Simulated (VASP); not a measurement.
Input of a VASP 6.6.1 run:

Contents of INCAR:

```
PREC     = Accurate       # precision mode
ENCUT    = 520            # plane-wave cutoff, eV
EDIFF    = 1E-6           # SCF threshold, eV
ISMEAR   = 0              # smearing method
SIGMA    = 0.05           # smearing width, eV
LREAL    = False          # projectors in reciprocal space
LASPH    = True           # aspherical terms in the spheres
NELM     = 80             # most SCF steps
ALGO     = Normal         # electronic algorithm
ISIF     = 2              # what is computed and relaxed
LWAVE    = False          # write WAVECAR
LCHARG   = False          # write CHGCAR
GGA      = PE             # functional
IVDW     = 12             # dispersion correction
NBANDS   = 16             # bands
```

Contents of KPOINTS:

```
Automatic mesh
0
Gamma
  12 12 4
```

The input POSCAR:

```
BN
1.0
    2.5039917043      0.0000000000      0.0000000000
   -1.2519958522      2.1685204268      0.0000000000
    0.0000000000      0.0000000000      6.6612000000
B N
2 2
Direct
    0.2634449229      0.5967782562      0.2500000000
    0.5967782562      0.2634449229      0.7500000000
    0.3333333333      0.6666666667      0.7500000000
    0.6666666667      0.3333333333      0.2500000000
```

Potentials or basis: VASP PAW PBE potentials, release 64 (B, N).

Command:

```sh
$ cat potpaw_PBE.64/B/POTCAR potpaw_PBE.64/N/POTCAR > POTCAR
$ mpirun -np 1 vasp_std > vasp.out
```

Problem. Estimate the pressure.

Solution. 12.4 GPa.

Problem. Predict the dispersion energy per atom.

Solution. -0.141 eV.

Problem. Predict the band gap on the k mesh.

Solution. 3.21 eV, indirect (least direct gap 4.27 eV).

Forces on the atoms (eV/Å):
```
B    5.520  5.382  0.000
B    1.901  7.471  0.000
N   -1.897 -7.474  0.000
N   -5.524 -5.380  0.000
```

Caveat: the cell differs from its parent crystal (all B atoms moved +0.175 Å, as atom 1 towards its neighbour atom 1 (B) at 2.504 Å); forces of over 1 eV/Å act on the atoms, so gaps and moduli don't describe the material at rest. A k mesh can miss the band edges.
